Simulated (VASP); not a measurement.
Here is a VASP 6.6.1 calculation.

Contents of INCAR:

```
PREC     = Accurate       # precision mode
ENCUT    = 520            # plane-wave cutoff, eV
EDIFF    = 1E-6           # SCF threshold, eV
ISMEAR   = -1             # smearing method
SIGMA    = 0.01           # smearing width, eV
LREAL    = False          # projectors in reciprocal space
LASPH    = True           # aspherical terms in the spheres
NELM     = 100            # most SCF steps
ALGO     = Normal         # electronic algorithm
ISIF     = 2              # what is computed and relaxed
LWAVE    = False          # write WAVECAR
LCHARG   = True           # write CHGCAR
GGA      = PE             # functional
LELF     = True           # ELF
LVHAR    = True         
NBANDS   = 17             # bands
```

Contents of KPOINTS:

```
Automatic mesh
0
Gamma
  8 8 8
```

File POSCAR:

```
PbS
1.0
    0.0296500000      2.9798250000      2.9798250000
    2.9798250000      0.0296500000      2.9798250000
    2.9798250000      2.9798250000      0.0296500000
Pb S
1 1
Direct
    0.0000000000      0.0000000000      0.0000000000
    0.5000000000      0.5000000000      0.5000000000
```

Potentials or basis: VASP PAW PBE potentials, release 64 (Pb_d, S).

Launch:

```console
$ cat potpaw_PBE.64/Pb_d/POTCAR potpaw_PBE.64/S/POTCAR > POTCAR
$ mpirun -np 1 vasp_std > vasp.out
```

Question: What does it give for the band gap on the k mesh?

Answer: 0.27 eV, indirect (least direct gap 0.35 eV).

Question: Predict the pressure.

Answer: 2.2 GPa.

Stress tensor (GPa, compression positive):
```
 2.19 -0.20 -0.20
-0.20  2.19 -0.20
-0.20 -0.20  2.19
```

Caveat: the cell differs from its parent crystal (equal xy, yz and zx shear strains of +1 %); spin-orbit coupling is left out, which moves the levels of the heavy elements. A k mesh can miss the band edges.
